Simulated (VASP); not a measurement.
# KI in VASP: settings compared, part 2 of 2

VASP 6.6.1. The steps go on from the part before.

## Step 4: Single point, r2SCAN (uniaxial x strain -2.0%)

Contents of POSCAR:

```
KI
1.0
    0.0000000000      3.5442842164      3.5442842164
    3.4733985321      0.0000000000      3.5442842164
    3.4733985321      3.5442842164      0.0000000000
K I
1 1
Direct
    0.0000000000      0.0000000000      0.0000000000
    0.5000000000      0.5000000000      0.5000000000
```

Contents of INCAR.step1:

```
SYSTEM = KI
ALGO = Normal ; EDIFF = 1E-4
ENCUT = 520 ; GGA = PE
ISMEAR = 0 ; LASPH = .TRUE.
LCHARG = .FALSE. ; LREAL = .FALSE.
LWAVE = .TRUE. ; NBANDS = 15
NELM = 100 ; PREC = Accurate
SIGMA = 0.01
```

Contents of INCAR.step2:

```
SYSTEM = KI
ALGO = Normal ; EDIFF = 1E-6
ENCUT = 520 ; ISIF = 2
ISMEAR = 0 ; ISTART = 1
LASPH = .TRUE. ; LCHARG = .FALSE.
LMIXTAU = .TRUE. ; LREAL = .FALSE.
LWAVE = .FALSE. ; METAGGA = R2SCAN
NBANDS = 15 ; NELM = 100
PREC = Accurate ; SIGMA = 0.01
```

Contents of KPOINTS:

```
k-points
0
G
  6 6 6
  0 0 0
```

Run with:

```sh
> cat potpaw_PBE.64/K_sv/POTCAR potpaw_PBE.64/I/POTCAR > POTCAR
> cp INCAR.step1 INCAR
> mpirun -np 1 vasp_std > vasp.out
> cp INCAR.step2 INCAR
> mpirun -np 1 vasp_std > vasp.out
```

Run time: 75 s. Hardware: 1 thread of Intel Xeon 6975P-C (Granite Rapids), shared host; peak memory 0.27 GiB.

Results (log left out):

| Quantity | Value |
| --- | --- |
| Free energy | -33.9801 eV |
| Pressure | 0.3 GPa |
| Band gap on the k mesh | 4.63 eV, direct |

Stress tensor (GPa, compression positive):
```
0.73 0.00 0.00
0.00 0.09 0.00
0.00 0.00 0.09
```

Levels at points of the mesh, in eV from the valence-band top:
```csv
k point,band 5,band 6,band 7,band 8,band 9,band 10,band 11,band 12
"(0.00, 0.00, 0.00)",-10.83,-0.01,-0.01,0.00,4.63,7.00,7.00,7.12
"(0.50, 0.00, 0.00)",-10.53,-1.35,-0.35,-0.35,6.03,8.36,8.70,8.87
"(0.50, 0.50, 0.00)",-10.68,-1.05,-0.38,-0.36,5.36,6.52,8.82,9.47
"(0.00, 0.50, 0.50)",-10.67,-1.02,-0.41,-0.41,5.34,6.52,8.87,9.55
```

Caveat: the cell differs from its parent crystal (uniaxial x strain -2.0%); the PAW data sets were made with another functional, which shifts forces and pressure a little; spin-orbit coupling is left out, which moves the levels of the heavy elements.

## Step 5: Single point, r2SCAN (uniaxial z strain -1.5%)

Contents of POSCAR:

```
KI
1.0
    0.0000000000      3.5442842164      3.4911199532
    3.5442842164      0.0000000000      3.4911199532
    3.5442842164      3.5442842164      0.0000000000
K I
1 1
Direct
    0.0000000000      0.0000000000      0.0000000000
    0.5000000000      0.5000000000      0.5000000000
```

Contents of INCAR.step1:

```
SYSTEM = KI
ALGO     = Normal         ! electronic algorithm
EDIFF    = 1E-4           ! SCF threshold, eV
ENCUT    = 520            ! plane-wave cutoff, eV
GGA      = PE             ! functional
ISMEAR   = 0              ! smearing method
LASPH    = .True.         ! aspherical terms in the spheres
LCHARG   = .False.        ! write CHGCAR
LREAL    = .False.        ! projectors in reciprocal space
LWAVE    = .True.         ! write WAVECAR
NBANDS   = 15             ! bands
NELM     = 60             ! most SCF steps
PREC     = Accurate       ! precision mode
SIGMA    = 0.01           ! smearing width, eV
```

Contents of INCAR.step2:

```
SYSTEM = KI
ALGO     = Normal         ! electronic algorithm
EDIFF    = 1E-7           ! SCF threshold, eV
ENCUT    = 520            ! plane-wave cutoff, eV
ISIF     = 2              ! what is computed and relaxed
ISMEAR   = 0              ! smearing method
ISTART   = 1            
LASPH    = .True.         ! aspherical terms in the spheres
LCHARG   = .False.        ! write CHGCAR
LMIXTAU  = .True.       
LREAL    = .False.        ! projectors in reciprocal space
LWAVE    = .False.        ! write WAVECAR
METAGGA  = R2SCAN         ! meta-GGA
NBANDS   = 15             ! bands
NELM     = 60             ! most SCF steps
PREC     = Accurate       ! precision mode
SIGMA    = 0.01           ! smearing width, eV
```

Contents of KPOINTS:

```
k-points
0
Gamma
  6 6 6
  0 0 0
```

Run with:

```sh
> cat potpaw_PBE.64/K_sv/POTCAR potpaw_PBE.64/I/POTCAR > POTCAR
> cp INCAR.step1 INCAR
> mpirun -np 1 vasp_std > vasp.out
> cp INCAR.step2 INCAR
> mpirun -np 1 vasp_std > vasp.out
```

Wall time 1.7 min (1 thread of Intel Xeon 6975P-C (Granite Rapids), shared host); peak memory 0.27 GiB.

The run converged. Its results:

```
Free energy            : -33.9819 eV
Pressure               : 0.2 GPa
Band gap on the k mesh : 4.62 eV, direct
```

Stress tensor (GPa, compression positive):
```
0.07 0.00 0.00
0.00 0.07 0.00
0.00 0.00 0.54
```

Levels at points of the mesh, in eV from the valence-band top:
| k point | band 6 | band 7 | band 8 | band 9 | band 10 | band 11 |
| --- | --- | --- | --- | --- | --- | --- |
| (0.00, 0.00, 0.00) | -0.01 | -0.01 | 0.00 | 4.62 | 7.01 | 7.01 |
| (0.50, 0.00, 0.00) | -1.34 | -0.35 | -0.34 | 6.02 | 8.35 | 8.72 |
| (0.50, 0.50, 0.00) | -1.02 | -0.40 | -0.40 | 5.35 | 6.51 | 8.86 |
| (0.50, 0.00, 0.50) | -1.04 | -0.38 | -0.36 | 5.37 | 6.51 | 8.82 |

Caveat: the cell differs from its parent crystal (uniaxial z strain -1.5%); the PAW data sets were made with another functional, which shifts forces and pressure a little; spin-orbit coupling is left out, which moves the levels of the heavy elements.

## Step 6: Single point, r2SCAN (epitaxial 111 strain +1.0%)

Contents of POSCAR:

```
KI
1.0
   -0.0472391067      3.5324879519      3.5324879519
    3.5324879519     -0.0472391067      3.5324879519
    3.5324879519      3.5324879519     -0.0472391067
K I
1 1
Direct
    0.0000000000      0.0000000000      0.0000000000
    0.5000000000      0.5000000000      0.5000000000
```

Contents of INCAR.step1:

```
SYSTEM = KI
PREC = Accurate ; ENCUT = 520
ISMEAR = 0 ; SIGMA = 0.01
LREAL = .FALSE. ; LASPH = .TRUE.
NELM = 60 ; NBANDS = 15
GGA = PE ; ALGO = Normal
EDIFF = 1E-4 ; LWAVE = .TRUE.
LCHARG = .FALSE.
```

Contents of INCAR.step2:

```
SYSTEM = KI
PREC = Accurate ; ENCUT = 520
EDIFF = 1E-6 ; ISMEAR = 0
SIGMA = 0.01 ; LREAL = .FALSE.
LASPH = .TRUE. ; NELM = 60
ALGO = Normal ; ISIF = 2
LWAVE = .FALSE. ; LCHARG = .FALSE.
METAGGA = R2SCAN ; LMIXTAU = .TRUE.
NBANDS = 15 ; ISTART = 1
```

Contents of KPOINTS:

```
Automatic mesh
0
G
  6 6 6
  0 0 0
```

Potentials or basis: VASP PAW PBE potentials, release 64 (K_sv, I).

Run with:

```sh
> cat potpaw_PBE.64/K_sv/POTCAR potpaw_PBE.64/I/POTCAR > POTCAR
> cp INCAR.step1 INCAR
> mpirun -np 1 vasp_std > vasp.out
> cp INCAR.step2 INCAR
> mpirun -np 1 vasp_std > vasp.out
```

Run time: 78 s. Hardware: 1 thread of Intel Xeon 6975P-C (Granite Rapids), shared host; peak memory 0.27 GiB.

The run converged. Its results:

```
Free energy            : -33.9837 eV
Pressure               : -0.1 GPa
Band gap on the k mesh : 4.52 eV, direct
```

Stress tensor (GPa, compression positive):
```
-0.10  0.05  0.05
 0.05 -0.10  0.05
 0.05  0.05 -0.10
```

Levels at points of the mesh, in eV from the valence-band top:
```
           k point  band 4  band 5  band 6  band 7  band 8  band 9  band 10  band 11  band 12  band 13
(0.00, 0.00, 0.00)  -12.44  -10.82   -0.05   -0.05    0.00    4.52     6.97     6.97     7.13     7.86
(0.50, 0.00, 0.00)  -12.44  -10.55   -1.31   -0.36   -0.32    5.98     8.22     8.65     8.78     9.28
(0.50, 0.50, 0.00)  -12.46  -10.67   -1.02   -0.42   -0.37    5.37     6.42     8.78     9.31     9.44
(0.50, 0.50, 0.50)  -12.44  -10.55   -1.30   -0.39   -0.39    5.94     8.29     8.63     8.63     9.40
```

Caveat: the cell differs from its parent crystal (epitaxial 111 strain +1.0%); the PAW data sets were made with another functional, which shifts forces and pressure a little; spin-orbit coupling is left out, which moves the levels of the heavy elements.

## Step 7: The runs side by side

| level | cell | smearing | gap on the mesh (eV) | pressure (GPa) |
| --- | --- | --- | --- | --- |
| PBE | a = 4.996 Å, angles 60.9°, 2 atoms | fermi-dirac 0.02 eV | 3.88 | 0.4 |
| r2SCAN | a = 4.985, b = 4.985, c = 4.937 Å, angles 60.3, 60.3, 59.4°, 2 atoms | gaussian 0.01 eV | 4.65 | 0.4 |
| r2SCAN | a = 5.012, b = 4.963, c = 4.963 Å, angles 60.7, 59.7, 59.7°, 2 atoms | gaussian 0.01 eV | 4.63 | 0.3 |
| r2SCAN | a = 4.975, b = 4.975, c = 5.012 Å, angles 59.8, 59.8, 60.5°, 2 atoms | gaussian 0.01 eV | 4.62 | 0.2 |
| r2SCAN | a = 4.996 Å, angles 60.9°, 2 atoms | gaussian 0.01 eV | 4.52 | -0.1 |

Alike in all rows: task single point; potentials or basis VASP PAW PBE potentials, release 64 (K_sv, I); no spin polarisation; k mesh 6 × 6 × 6; cutoff (eV) 520.

Caveats: spin-orbit coupling is left out, which moves the levels of the heavy elements; the PAW data sets were made with another functional, which shifts forces and pressure a little (some runs).

Absolute energies hang on the potentials; compare differences alone.
